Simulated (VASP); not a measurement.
Runs of VASP 6.6.1 on KF. The structure is that of space group Fm-3m (No. 225), or close to it. The cells are those of the table. 

| level | cell | smearing | gap on the mesh (eV) | pressure (GPa) |
| --- | --- | --- | --- | --- |
| r2SCAN | a = 3.731 Å, angles 61.9°, 2 atoms | gaussian 0.01 eV | 6.78 | (a) |
| PBE | a = 3.821 Å, angles 60.0°, 2 atoms | fermi-dirac 0.02 eV | 5.99 | (c) |
| r2SCAN | a = 3.821 Å, angles 60.0°, 2 atoms | gaussian 0.01 eV | 6.65 | -1.6 |
| PBE | a = 3.731 Å, angles 61.9°, 2 atoms | fermi-dirac 0.02 eV | 6.11 | (b) |

Alike in all rows: task single point; potentials or basis VASP PAW PBE potentials, release 64 (K_sv, F); no spin polarisation; k mesh 8 × 8 × 8; cutoff (eV) 520.

**Question.** Estimate the missing entries.

**Answer.** (a) -0.7; (b) 1.2; (c) 0.3.

Caveats: the PAW data sets were made with another functional, which shifts forces and pressure a little (at least some runs).

A k mesh can miss the band edges.
